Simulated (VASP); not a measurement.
Here is a VASP 6.6.1 calculation.

Contents of INCAR:

```
  PREC = Accurate
  ENCUT = 520
  EDIFF = 1E-7
  ISMEAR = -1
  SIGMA = 0.05
  LREAL = False
  LASPH = True
  NELM = 60
  ALGO = Normal
  ISIF = 2
  LWAVE = False
  LCHARG = False
  NBANDS = 12
```

Contents of KPOINTS:

```
regular mesh
0
Gamma
  18 18 18
```

The input POSCAR:

```
Ti
1.0
    0.0000000000      1.7794020918      1.7794020918
    1.7794020918      0.0000000000      1.7794020918
    1.7794020918      1.7794020918      0.0000000000
Ti
1
Direct
    0.0000000000      0.0000000000      0.0000000000
```

Potentials or basis: VASP PAW LDA potentials, release 64 (Ti_sv).

Run with:

```sh
$ cat potpaw_LDA.64/Ti_sv/POTCAR > POTCAR
$ mpirun -np 1 vasp_std > vasp.out
```

**Question.** Estimate the pressure.

**Answer.** 74.2 GPa.

**Question.** Estimate the band gap on the k mesh.

**Answer.** Zero (band 6 reaches 14.37 eV, above the bottom of band 7 at 12.62 eV).
